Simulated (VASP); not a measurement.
Here is a VASP 6.6.1 calculation.

Contents of POSCAR:

```
ZnS
1.0
    0.0000000000      2.7250000000      2.7250000000
    2.7250000000      0.0000000000      2.7250000000
    2.7250000000      2.7250000000      0.0000000000
Zn S
1 1
Direct
    0.0063561498      0.0063561498      0.0063561498
    0.2500000000      0.2500000000      0.2500000000
```

INCAR.step1

```
SYSTEM = ZnS
ALGO = Normal
EDIFF = 1E-5
ENCUT = 520
GGA = PE
ISIF = 2
ISMEAR = -1
LASPH = .TRUE.
LCHARG = .FALSE.
LREAL = .FALSE.
LWAVE = .TRUE.
NBANDS = 16
NELM = 80
PREC = Accurate
SIGMA = 0.05
```

Contents of INCAR.step2:

```
SYSTEM = ZnS
ALGO = Normal
EDIFF = 1E-6
ENCUT = 520
GGA = PE
HFSCREEN = 0.2079
ISIF = 2
ISMEAR = -1
ISTART = 1
LASPH = .TRUE.
LCHARG = .FALSE.
LHFCALC = .TRUE.
LREAL = .FALSE.
LWAVE = .FALSE.
NBANDS = 16
NELM = 80
PREC = Accurate
PRECFOCK = Normal
SIGMA = 0.05
```

File KPOINTS:

```
k-points
0
G
  4 4 4
  0 0 0
```

Potentials or basis: VASP PAW PBE potentials, release 64 (Zn, S).

Run with:

```console
$ cat potpaw_PBE.64/Zn/POTCAR potpaw_PBE.64/S/POTCAR > POTCAR
$ cp INCAR.step1 INCAR
$ mpirun -np 1 vasp_std > vasp.out
$ cp INCAR.step2 INCAR
$ mpirun -np 1 vasp_std > vasp.out
```

Problem. What does it give for the pressure?

Solution. -0.6 GPa.

Problem. What does it give for the largest force?

Solution. 0.380 eV/Å.

Problem. Predict the band gap on the k mesh.

Solution. 3.19 eV.

Stress tensor (GPa, compression positive):
```
-0.63  0.78  0.78
 0.78 -0.63  0.78
 0.78  0.78 -0.63
```

Caveat: the k points lie up to 0.50 Å⁻¹ apart; the PAW data sets were made with another functional, which shifts forces and pressure a little.
